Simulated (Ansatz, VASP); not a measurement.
One calculation of Hf, two programs

POSCAR

```
Hf
1.0
    0.0000000000      2.2200000000      2.3088000000
    2.2200000000      0.0000000000      2.3088000000
    2.2200000000      2.2200000000      0.0000000000
Hf
1
Direct
    0.0000000000      0.0000000000      0.0000000000
```

INCAR.step1

```
SYSTEM = Hf
ALGO = Normal
EDIFF = 1E-4
ENCUT = 520
GGA = PE
ISMEAR = 0
LASPH = .TRUE.
LCHARG = .FALSE.
LREAL = .FALSE.
LWAVE = .TRUE.
NBANDS = 11
NELM = 100
PREC = Accurate
SIGMA = 0.15
```

File INCAR.step2:

```
SYSTEM = Hf
ALGO = Normal
EDIFF = 1E-7
ENCUT = 520
ISIF = 2
ISMEAR = 0
ISTART = 1
LASPH = .TRUE.
LCHARG = .FALSE.
LMIXTAU = .TRUE.
LREAL = .FALSE.
LWAVE = .FALSE.
METAGGA = R2SCAN
NBANDS = 11
NELM = 100
PREC = Accurate
SIGMA = 0.15
```

Contents of KPOINTS:

```
k-points
0
G
  18 18 18
  0 0 0
```

Input for Ansatz:

```yaml
crystal:
  lattice:
    - [0.0, 2.22, 2.3088]
    - [2.22, 0.0, 2.3088]
    - [2.22, 2.22, 0.0]
  atoms:
    - { symbol: Hf, position: [0.0, 0.0, 0.0] }
basis:
  ecutwfc: 500
kpoints:
  mp_grid: { grid: [18, 18, 18] }
hamiltonian:
  xc: r2scan
scf:
  occupations: { method: gaussian, width: 0.15 }
output:
  forces: true
  stress: true
  eigenvalues: true
```

Change from the starting cell: strain +0.000 along x and y, +0.040 along z, atoms carried along.

Alike in both runs: task single point; functional r2SCAN; k mesh 18 × 18 × 18; occupations gaussian, width 0.15 eV; no spin polarisation.

```csv
,VASP,Ansatz
version,VASP 6.6.1,Ansatz 0.2.0
potentials or method,"VASP PAW PBE potentials, release 64 (Hf_pv), cutoff 520 eV","scalar-relativistic, plane waves, PAW"
valence electrons in the cell,10,26
```

```csv
,VASP,Ansatz,Ansatz less VASP
gap on the k mesh at the Fermi level (eV),none,none,-
pressure (GPa),-1.9,-1.4,+0.52
"traceless stress, the component that is largest in VASP (GPa)",-1.51,-1.50,+0.007
```

VASP's potentials were made for PBE, not for r2SCAN. A gap of «none» marks a metal or a gap that the smearing closes. VASP's potentials hold 10 valence electrons a cell and Ansatz's 26, so a difference there can come from the potentials and not from the codes.

Spin-orbit coupling is off throughout.
